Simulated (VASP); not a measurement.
# Li2P (Pnnm) in VASP: relaxation of cell and atoms with PBE

Aim: the relaxation of cell and atoms of Li2P with PBE.

Everything below comes from runs of VASP 6.6.1. Logs are shortened: lines on timing, memory, paths and dates and some standing lists are left out, and cuts for length are marked.

## (1) The cell of the first run

Symmetry: Pnnm, No. 58, orthorhombic system. Conventional cell: a = 4.334 Å, b = 5.290 Å, c = 3.302 Å, α = 90.00°, β = 90.00°, γ = 90.00°. Within 2.9 Å of Li (site symmetry m) lie 2 Li at 2.16 to 2.90 Å and 3 P at 2.18 to 2.20 Å. Within 2.9 Å of P (site symmetry 2/m) lie 6 Li at 2.18 to 2.20 Å.

## (2) Relaxation of cell and atoms, PBE

Contents of INCAR:

```
SYSTEM = Li2P
  PREC = Accurate
  ENCUT = 600
  EDIFF = 1E-7
  ISMEAR = 0
  SIGMA = 0.1
  LREAL = .False.
  LASPH = .True.
  NELM = 100
  ALGO = Normal
  ISIF = 3
  LWAVE = .False.
  LCHARG = .False.
  GGA = PE
  IBRION = 2
  NSW = 90
  EDIFFG = -0.04
```

Contents of KPOINTS:

```
Automatic mesh
0
Gamma
  4 4 6
  0 0 0
```

Contents of POSCAR:

```
Li2P
1.0
    4.3342444542      0.0000000000      0.0000000000
    0.0000000000      5.2899119080      0.0000000000
    0.0000000000      0.0000000000      3.3023186383
Li P
4 2
Direct
    0.2004000000      0.3787000000      0.0000000000
    0.7996000000      0.6213000000      0.0000000000
    0.7004000000      0.1213000000      0.5000000000
    0.2996000000      0.8787000000      0.5000000000
    0.0000000000      0.0000000000      0.0000000000
    0.5000000000      0.5000000000      0.5000000000
```

Potentials or basis: VASP PAW PBE potentials, release 64 (Li_sv, P).

Started as:

```console
cat potpaw_PBE.64/Li_sv/POTCAR potpaw_PBE.64/P/POTCAR > POTCAR
mpirun -np 1 vasp_std > vasp.out
```

OUTCAR:

```text
SYSTEM = Li2P
   PREC = Accurate
   ENCUT = 600
   EDIFF = 1E-7
   ISMEAR = 0
   LREAL = .False.
   LASPH = .True.
   NELM = 100
   ISIF = 3
   GGA = PE
   IBRION = 2
   NSW = 90
   EDIFFG = -0.04

 ion  position               nearest neighbor table
   1  0.200  0.379  0.000-   2 2.16   5 2.18   6 2.20   6 2.20
   2  0.800  0.621  0.000-   1 2.16   5 2.18   6 2.20   6 2.20
   3  0.700  0.121  0.500-   4 2.16   6 2.18   5 2.20   5 2.20
   4  0.300  0.879  0.500-   3 2.16   6 2.18   5 2.20   5 2.20
   5  0.000  0.000  0.000-   1 2.18   2 2.18   3 2.20   4 2.20   3 2.20   4 2.20
   6  0.500  0.500  0.500-   3 2.18   4 2.18   1 2.20   2 2.20   1 2.20   2 2.20

  LATTYP: Found a simple orthorhombic cell.
 ALAT       =     3.3023186383
 B/A-ratio  =     1.3124852351
 C/A-ratio  =     1.6018781006

  Lattice vectors:

 A1 = (   0.0000000000,   0.0000000000,   3.3023186383)
 A2 = (   4.3342444542,   0.0000000000,   0.0000000000)
 A3 = (   0.0000000000,   5.2899119080,   0.0000000000)

Analysis of symmetry for initial positions (statically):
=====================================================================
 Subroutine PRICEL returns:
 Original cell was already a primitive cell.

 Routine SETGRP: Setting up the symmetry group for a
 simple orthorhombic supercell.

 Subroutine GETGRP returns: Found  8 space group operations
 (whereof  4 operations were pure point group operations)
 out of a pool of  8 trial point group operations.

The static configuration has the point symmetry C_2h.
 The point group associated with its full space group is D_2h.

Analysis of symmetry for dynamics (positions and initial velocities):
=====================================================================
 Subroutine PRICEL returns:
 Original cell was already a primitive cell.

 Routine SETGRP: Setting up the symmetry group for a
 simple orthorhombic supercell.

 Subroutine GETGRP returns: Found  8 space group operations
 (whereof  4 operations were pure point group operations)
 out of a pool of  8 trial point group operations.

The dynamic configuration has the point symmetry C_2h.
 The point group associated with its full space group is D_2h.

 Subroutine INISYM returns: Found  8 space group operations
 (whereof  4 operations are pure point group operations),
 and found     1 'primitive' translations

----------------------------------------------------------------------------------------

                                     Primitive cell

  volume of cell :      75.7148

  direct lattice vectors                    reciprocal lattice vectors
     4.334244454  0.000000000  0.000000000     0.230720720  0.000000000  0.000000000
     0.000000000  5.289911908  0.000000000     0.000000000  0.189039065  0.000000000
     0.000000000  0.000000000  3.302318638     0.000000000  0.000000000  0.302817538

  length of vectors
     4.334244454  5.289911908  3.302318638     0.230720720  0.189039065  0.302817538

  position of ions in fractional coordinates (direct lattice)
     0.200400000  0.378700000  0.000000000
     0.799600000  0.621300000  0.000000000
     0.700400000  0.121300000  0.500000000
     0.299600000  0.878700000  0.500000000
     0.000000000  0.000000000  0.000000000
     0.500000000  0.500000000  0.500000000

  ion indices of the primitive-cell ions
   primitive index   ion index
                 1           1
                 2           2
                 3           3
                 4           4
                 5           5
                 6           6

----------------------------------------------------------------------------------------

 KPOINTS: Automatic mesh

Automatic generation of k-mesh.
 Grid dimensions read from file:
 generate k-points for:    4    4    6

 Generating k-lattice:

  Cartesian coordinates                     Fractional coordinates (reciprocal lattice)
     0.057680180  0.000000000  0.000000000     0.250000000  0.000000000  0.000000000
     0.000000000  0.047259766  0.000000000     0.000000000  0.250000000  0.000000000
     0.000000000  0.000000000  0.050469590     0.000000000  0.000000000  0.166666667

  Length of vectors
     0.057680180  0.047259766  0.050469590

  Shift w.r.t. Gamma in fractional coordinates (k-lattice)
     0.000000000  0.000000000  0.000000000

 Subroutine IBZKPT returns following result:
 ===========================================

 Found     36 irreducible k-points:

 Following reciprocal coordinates:
            Coordinates               Weight
  0.000000  0.000000  0.000000      1.000000
  0.250000  0.000000  0.000000      2.000000
  0.500000  0.000000  0.000000      1.000000
  0.000000  0.250000  0.000000      2.000000
  0.250000  0.250000  0.000000      4.000000
  0.500000  0.250000  0.000000      2.000000
[... 16 lines left out ...]
  0.250000  0.250000  0.333333      8.000000
  0.500000  0.250000  0.333333      4.000000
 [... further k-points ...]
   k-points           NKPTS =     36   k-points in BZ     NKDIM =     36   number of bands    NBANDS=     15
   number of dos      NEDOS =    301   number of ions     NIONS =      6
   total plane-waves  NPLWV =  42336
   dimension x,y,z NGX =    36 NGY =   42 NGZ =   28
   dimension x,y,z NGXF=    72 NGYF=   84 NGZF=   56
   ions per type =               4   2
   NGX,Y,Z   is equivalent  to a cutoff of  13.81, 13.20, 14.10 a.u.
   NGXF,Y,Z  is equivalent  to a cutoff of  27.62, 26.40, 28.19 a.u.
 SYSTEM =  Li2P
   PREC   = accura    normal or accurate (medium, high low for compatibility)
   ISTART =      0    job   : 0-new  1-cont  2-samecut
   ICHARG =      2    charge: 1-file 2-atom 10-const
   ISPIN  =      1    spin polarized calculation?
   LNONCOLLINEAR =      F non collinear calculations
   LSORBIT =      F    spin-orbit coupling
   LASPH  =      T    aspherical Exc in radial PAW
   ENCUT  =  600.0 eV  44.10 Ry    6.64 a.u.   8.66 10.57  6.60*2*pi/ulx,y,z
   NELM   =    100;   NELMIN=  2; NELMDL= -5     # of ELM steps
   EDIFF  = 0.1E-06   stopping-criterion for ELM
   LREAL  =      F    real-space projection
   EDIFFG = -.4E-01   stopping-criterion for IOM
   NSW    =     90    number of steps for IOM
   IBRION =      2    ionic relax: 0-MD 1-quasi-New 2-CG
   NFREE  =      1    steps in history (QN), initial steepest desc. (CG)
   ISIF   =      3    stress and relaxation
   ISYM   =      2    0-nonsym 1-usesym 2-fastsym
   POTIM  = 0.5000    time-step for ionic-motion
   TEBEG  =    0.0;   TEEND  =   0.0 temperature during run
   PSTRESS=    0.0 pullay stress
   NELECT =      22.0000    total number of electrons
   NUPDOWN=      -1.0000    fix difference up-down
   EMIN   =  10.00;   EMAX   =-10.00  energy-range for DOS
   EFERMI =   0.00;   METHOD = LEGACY
   ISMEAR =     0;   SIGMA  =   0.10  broadening in eV -4-tet -1-fermi 0-gaus
   EFERMI_NEDOS =   21; number of points for ismear=-14 and -15
   IALGO  =     38    algorithm
   IMIX   =      4    mixing-type and parameters
     AMIX     =   0.40;   BMIX     =  1.00
     AMIX_MAG =   1.60;   BMIX_MAG =  1.00
  volume/ion in A,a.u.               =      12.62        85.16
  Fermi-wavevector in a.u.,A,eV,Ry     =   1.084315  2.049058 15.996900  1.175739
  Thomas-Fermi vector in A             =   2.220402
   LORBIT       =      0    0 simple, 1 ext, 2 COOP (PROOUT), +10 PAW based schemes
   GGA     = PE    functional components
   LHFCALC =     F    Hartree Fock is set to
   AEXX    =    0.0000 exact exchange contribution
   IVDW    =     0    specifies the selected vdW correction
   LEPSILON=     F    determine dielectric tensor
   LRPA    =     F    only Hartree local field effects (RPA)
 conjugate gradient relaxation of ions
 non-spin polarized calculation
 Gauss-broadening in eV      SIGMA  =   0.10
  energy-cutoff  :      600.00
  volume of cell :       75.71
 maximum number of plane-waves:      2566
 NGX is ok and might be reduce to    36
   NGX = 17   NGY = 21   NGZ = 13

--------------------------------------- Ionic step        1  -------------------------------------------

 number of electron      22.0000018 magnetization

 Free energy of the ion-electron system (eV)
  ---------------------------------------------------
  ext. energy  EPLUGINS =         0.00000000
  ---------------------------------------------------
  free energy    TOTEN  =       -17.78960687 eV

  energy without entropy =      -17.78305766  energy(sigma->0) =      -17.78633227

------------------------ aborting loop because EDIFF is reached ----------------------------------------

  FORCE on cell =-STRESS in cart. coord.  units (eV):
  Direction    XX          YY          ZZ          XY          YZ          ZX
  --------------------------------------------------------------------------------------
  -------------------------------------------------------------------------------------
  Total       11.5631716     10.5472593      7.7052150     -0.0000000      0.0000000      0.0000000
  in kB      244.6846566    223.1872527    163.0476434     -0.0000000      0.0000000      0.0000000
  external PRESSURE =     210.3065176 kB  Pullay stress =       0.0000000 kB
[... 101 lines left out ...]
  FREE ENERGIE OF THE ION-ELECTRON SYSTEM (eV)
  ---------------------------------------------------
  free  energy   TOTEN  =       -19.4290074089 eV

  energy  without entropy=      -19.4118259782  energy(sigma->0) =      -19.42041669

[... ionic steps 4 to 12 ...]

--------------------------------------- Ionic step       13  -------------------------------------------

 number of electron      22.0000002 magnetization

------------------------ aborting loop because EDIFF is reached ----------------------------------------
[... 35 lines left out ...]
--------------------------------------- Ionic step       14  -------------------------------------------

 number of electron      22.0000003 magnetization

 E-fermi :   2.4724     XC(G=0):  -8.1142

 val. band max:        2.3889810344   @ k =   0.0000   0.2500   0.5000
 cond. band min:       2.8217848475   @ k =   0.0000   0.0000   0.1667
 fundamental gap:      0.4328038132
 Fermi energy:         2.4723851616

 k-point     1 :       0.0000    0.0000    0.0000
  band No.  band energies     occupation
      1     -43.2837      2.00000
      2     -43.2810      2.00000
      3     -43.2762      2.00000
      4     -43.2752      2.00000
      5      -8.0295      2.00000
      6      -7.8792      2.00000
      7      -0.7370      2.00000
      8      -0.2416      2.00000
      9       0.3243      2.00000
     10       0.3583      2.00000
     11       2.3278      1.95908
     12       3.4759      0.00000
     13       6.7758      0.00000
     14       7.1505      0.00000
[... 401 lines left out ...]
      2     -43.2676      2.00000
      3     -43.2668      2.00000
      4     -43.2668      2.00000
      5      -6.3091      2.00000
      6      -6.3091      2.00000
      7       0.2013      2.00000
      8       0.2013      2.00000
      9       0.6326      2.00000
     10       0.6326      2.00000
     11       1.5584      2.00000
     12       1.5584      2.00000
     13       6.2496      0.00000
     14       6.2496      0.00000
     15       7.3893      0.00000

 [... further k-points ...]
[... 5 lines left out ...]
  --------------------------------------------------------------------------------------
  -------------------------------------------------------------------------------------
  Total       -1.3501020     -0.2186298     -0.6004698     -0.0000000      0.0000000      0.0000000
  in kB      -20.7094651     -3.3536036     -9.2107171     -0.0000000      0.0000000      0.0000000
  external PRESSURE =     -11.0912619 kB  Pullay stress =       0.0000000 kB
[... 27 lines left out ...]
--------------------------------------- Ionic step       15  -------------------------------------------

 number of electron      22.0000021 magnetization

 Free energy of the ion-electron system (eV)
  ---------------------------------------------------
  ext. energy  EPLUGINS =         0.00000000
  ---------------------------------------------------
  free energy    TOTEN  =       -21.04256208 eV

  energy without entropy =      -21.04010531  energy(sigma->0) =      -21.04133369

 E-fermi :   2.6801     XC(G=0):  -8.2064

 val. band max:        2.5994791006   @ k =   0.0000   0.5000   0.5000
 cond. band min:       2.9529442100   @ k =   0.0000   0.2500   0.0000
 fundamental gap:      0.3534651094
 Fermi energy:         2.6800732310

 k-point     1 :       0.0000    0.0000    0.0000
  band No.  band energies     occupation
      1     -43.1106      2.00000
      2     -43.1079      2.00000
      3     -43.1003      2.00000
      4     -43.0995      2.00000
      5      -7.9826      2.00000
      6      -7.8319      2.00000
      7      -0.7197      2.00000
      8      -0.0924      2.00000
      9       0.4455      2.00000
     10       0.4901      2.00000
     11       2.4772      1.99588
     12       3.6505      0.00000
     13       7.0424      0.00000
     14       7.3918      0.00000
[... 401 lines left out ...]
      2     -43.0923      2.00000
      3     -43.0914      2.00000
      4     -43.0914      2.00000
      5      -6.2094      2.00000
      6      -6.2094      2.00000
      7       0.2934      2.00000
      8       0.2934      2.00000
      9       0.7289      2.00000
     10       0.7289      2.00000
     11       1.6471      2.00000
     12       1.6471      2.00000
     13       6.3985      0.00000
     14       6.3985      0.00000
     15       7.6311      0.00000

 [... further k-points ...]
[... 5 lines left out ...]
  --------------------------------------------------------------------------------------
  -------------------------------------------------------------------------------------
  Total       -0.1854875     -0.2229685      0.1223499      0.0000000      0.0000000      0.0000000
  in kB       -2.9180917     -3.5077442      1.9248100      0.0000000      0.0000000      0.0000000
  external PRESSURE =      -1.5003419 kB  Pullay stress =       0.0000000 kB
[... 21 lines left out ...]
  FREE ENERGIE OF THE ION-ELECTRON SYSTEM (eV)
  ---------------------------------------------------
  free  energy   TOTEN  =       -21.0425620774 eV

  energy  without entropy=      -21.0401053115  energy(sigma->0) =      -21.04133369

 reached required accuracy - stopping structural energy minimisation
```

Wall time 4.1 min (1 thread of Intel Xeon 6975P-C (Granite Rapids), shared host); peak memory 0.21 GiB.

Results:

```
Free energy                            : -21.0426 eV
Relaxed volume                         : 16.97 Å³/atom
Relaxed cell                           : a = 5.453 Å, b = 6.666 Å, c = 2.802 Å, α = 90.00°, β = 90.00°, γ = 90.00°
Space group after relaxing (to 0.05 Å) : Pnnm (No. 58)
Energy gained by relaxing              : 542.2 meV/atom
Ionic steps                            : 15
Pressure after relaxing                : -0.2 GPa
Largest force after relaxing           : 0.021 eV/Å
Band gap on the k mesh                 : zero (band 11 reaches 5.50 eV, above the bottom of band 12 at 1.36 eV)
```

Forces in eV/Å, atoms in the order of the input:
```
Li  -0.015  0.015  0.000
Li   0.015 -0.015  0.000
Li  -0.015 -0.015  0.000
Li   0.015  0.015  0.000
P    0.000  0.000  0.000
P    0.000  0.000  0.000
```

The path:
```csv
step,energy change (eV),largest force (eV/Å),pressure (GPa),volume (Å³)
1,0.0000,0.1920,21.03,75.71
2,-1.4771,0.4097,4.57,95.33
3,-1.6394,0.5193,0.68,104.31
4,-1.6489,0.5483,-0.29,107.17
5,-1.7859,0.4592,-0.39,107.86
6,-2.2379,0.4267,-1.04,109.49
7,-2.8824,0.5124,-2.54,110.69
8,-3.0499,0.4236,-0.61,103.76
9,-3.0626,0.3732,0.35,101.19
10,-3.1327,0.1217,0.69,100.53
11,-3.1509,0.0967,1.07,99.97
12,-3.2121,0.1066,-0.15,102.52
13,-3.2282,0.1235,-1.42,105.06
14,-3.2292,0.1197,-1.11,104.45
15,-3.2530,0.0207,-0.15,101.84
```

Final structure:
```
CELL_PARAMETERS angstrom
5.45311 0.00000 0.00000
0.00000 6.66618 0.00000
0.00000 0.00000 2.80159
ATOMIC_POSITIONS crystal
Li 0.22224 0.30754 0.00000
Li 0.77776 0.69246 0.00000
Li 0.72224 0.19246 0.50000
Li 0.27776 0.80754 0.50000
P 0.00000 0.00000 0.00000
P 0.50000 0.50000 0.50000
```

Caveat: the k points lie up to 0.37 Å⁻¹ apart in the final cell; the cutoff is under 1.25 times the usual one of these potentials, so pressure, stress and relaxed cells hold a basis-set (Pulay) error; the volume moved by over 15 % at a fixed basis, so the end points are rough.
